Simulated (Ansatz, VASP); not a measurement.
# ZnSnN2: VASP beside Ansatz

INCAR

```
SYSTEM = ZnSnN2
PREC = Accurate ; ENCUT = 520
EDIFF = 1E-6 ; ISMEAR = -1
SIGMA = 0.02 ; LREAL = .FALSE.
LASPH = .TRUE. ; NELM = 80
ALGO = Normal ; ISIF = 2
LWAVE = .FALSE. ; LCHARG = .TRUE.
GGA = PE ; LELF = .TRUE.
LVHAR = .TRUE. ; NBANDS = 26
```

Contents of KPOINTS:

```
Automatic mesh
0
G
  6 6 4
  0 0 0
```

The input POSCAR:

```
ZnSnN2
1.0
    3.3439784834      0.0000000000      0.0000000000
    0.0000000000      3.3439784834      0.0000000000
    0.0000000000      0.0000000000      4.6669635143
Zn N Sn
1 2 1
Direct
    0.0000000000      0.0000000000      0.0000000000
    0.0000000000      0.5000000000      0.2443005681
    0.5000000000      0.0000000000      0.7556994319
    0.5000000000      0.5000000000      0.5000000000
```

Input for Ansatz:

```yaml
crystal:
  lattice:
    - [3.3439784834, 0.0, 0.0]
    - [0.0, 3.3439784834, 0.0]
    - [0.0, 0.0, 4.6669635143]
  atoms:
    - { symbol: Zn, position: [0.0, 0.0, 0.0] }
    - { symbol: "N", position: [0.0, 0.5, 0.2443005681] }
    - { symbol: Sn, position: [0.5, 0.5, 0.5] }
    - { symbol: "N", position: [0.5, 0.0, 0.7556994319] }
kpoints:
  mp_grid: { grid: [6, 6, 4] }
hamiltonian:
  xc: pbe
scf:
  occupations: { method: fermi_dirac, width: 0.02 }
  n_extra_bands: 5
output:
  forces: true
  stress: true
  eigenvalues: true
```

Alike in both runs: task single point; functional PBE; k mesh 6 × 6 × 4; occupations fermi-dirac, width 0.02 eV; no spin polarisation.

|  | VASP | Ansatz |
| --- | --- | --- |
| version | VASP 6.6.1 | Ansatz 0.2.0 |
| potentials or method | VASP PAW PBE potentials, release 64 (Zn, N, Sn_d) | plane waves, PAW |
| plane-wave cutoff (eV) | 520 | 420 |
| valence electrons in the cell | 36 | 36 |

Ansatz gave:

- pressure (GPa): 9.9
- rms of the force components (eV/Å): 0.087

Task: Estimate VASP's values.

Result: Pressure (GPa): 10.2; rms of the force components (eV/Å): 0.074.

The functional is the same, so the differences come from potentials, cutoffs and numerics.
